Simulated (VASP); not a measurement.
Input of a VASP 6.6.1 run:

File INCAR:

```
PREC = Accurate
ENCUT = 600
EDIFF = 1E-7
ISMEAR = -1
SIGMA = 0.08
LREAL = F
LASPH = T
NELM = 60
ALGO = Normal
ISIF = 4
LWAVE = F
LCHARG = F
GGA = PE
IBRION = 2
NSW = 50
EDIFFG = -0.005
```

KPOINTS

```
regular mesh
0
Gamma
  10 10 6
```

File POSCAR:

```
ZnSe
1.0
    3.5458697690      0.0000000000      0.0000000000
   -1.7729348845      3.0708132985      0.0000000000
    0.0000000000      0.0000000000      5.7370166959
Zn Se
2 2
Direct
    0.0000000000      0.0000000000      0.0000000000
    0.0000000000      0.0000000000      0.5000000000
    0.3333333333      0.6666666667      0.2500000000
    0.6666666667      0.3333333333      0.7500000000
```

Potentials or basis: VASP PAW PBE potentials, release 64 (Zn, Se).

Command:

```sh
$ cat potpaw_PBE.64/Zn/POTCAR potpaw_PBE.64/Se/POTCAR > POTCAR
$ mpirun -np 1 vasp_std > vasp.out
```

Question: What does it give for the band gap on the k mesh?

Answer: Zero (bands 18 and 19 overlap by 0.56 eV).

Final structure:
```cif
data_structure
_symmetry_space_group_name_H-M 'P 1'
_symmetry_Int_Tables_number 1
_cell_length_a 3.5246
_cell_length_b 3.5246
_cell_length_c 5.8066
_cell_angle_alpha 90.000
_cell_angle_beta 90.000
_cell_angle_gamma 120.000
_cell_volume 62.47
loop_
_atom_site_label
_atom_site_type_symbol
_atom_site_fract_x
_atom_site_fract_y
_atom_site_fract_z
_atom_site_occupancy
Zn1 Zn 0.00000 0.00000 0.00000 1
Zn2 Zn 0.00000 0.00000 0.50000 1
Se1 Se 0.33333 0.66667 0.25000 1
Se2 Se 0.66667 0.33333 0.75000 1
```

Caveat: semilocal functionals underestimate gaps, and a narrow one can read as zero.
